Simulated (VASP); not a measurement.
Here is a VASP 6.6.1 calculation.

POSCAR

```
BN
1.0
    2.4788032709      0.0000000000      0.0000000000
   -1.2394016355      2.1467066036      0.0000000000
    0.0000000000      0.0000000000      5.6856437334
B N
2 2
Direct
    0.3333333333      0.6666666667      0.2500000000
    0.6666666667      0.3333333333      0.7500000000
    0.3333333333      0.6666666667      0.7500000000
    0.6666666667      0.3333333333      0.2500000000
```

File INCAR.step1:

```
PREC = Accurate ; ENCUT = 520
ISMEAR = 0 ; SIGMA = 0.02
LREAL = F ; LASPH = T
NELM = 100 ; NBANDS = 16
GGA = PE ; ALGO = Normal
EDIFF = 1E-4 ; LWAVE = T
LCHARG = F
```

The input INCAR.step2:

```
PREC = Accurate ; ENCUT = 520
EDIFF = 1E-6 ; ISMEAR = 0
SIGMA = 0.02 ; LREAL = F
LASPH = T ; NELM = 100
ALGO = Normal ; ISIF = 2
LWAVE = F ; LCHARG = F
METAGGA = R2SCAN ; LMIXTAU = T
NBANDS = 16 ; ISTART = 1
```

The input KPOINTS:

```
regular mesh
0
Gamma
  12 12 4
```

Potentials or basis: VASP PAW PBE potentials, release 64 (B, N).

Run with:

```console
$ cat potpaw_PBE.64/B/POTCAR potpaw_PBE.64/N/POTCAR > POTCAR
$ cp INCAR.step1 INCAR
$ mpirun -np 1 vasp_std > vasp.out
$ cp INCAR.step2 INCAR
$ mpirun -np 1 vasp_std > vasp.out
```

**Question.** Estimate the pressure.

**Answer.** 13.0 GPa.

**Question.** What does it give for the band gap on the k mesh?

**Answer.** 4.76 eV, indirect (least direct gap 5.01 eV).

Stress tensor (GPa, compression positive):
```
13.40  0.00  0.00
 0.00 13.40  0.00
 0.00  0.00 12.12
```

Caveat: the PAW data sets were made with another functional, which shifts forces and pressure a little. A k mesh can miss the band edges.
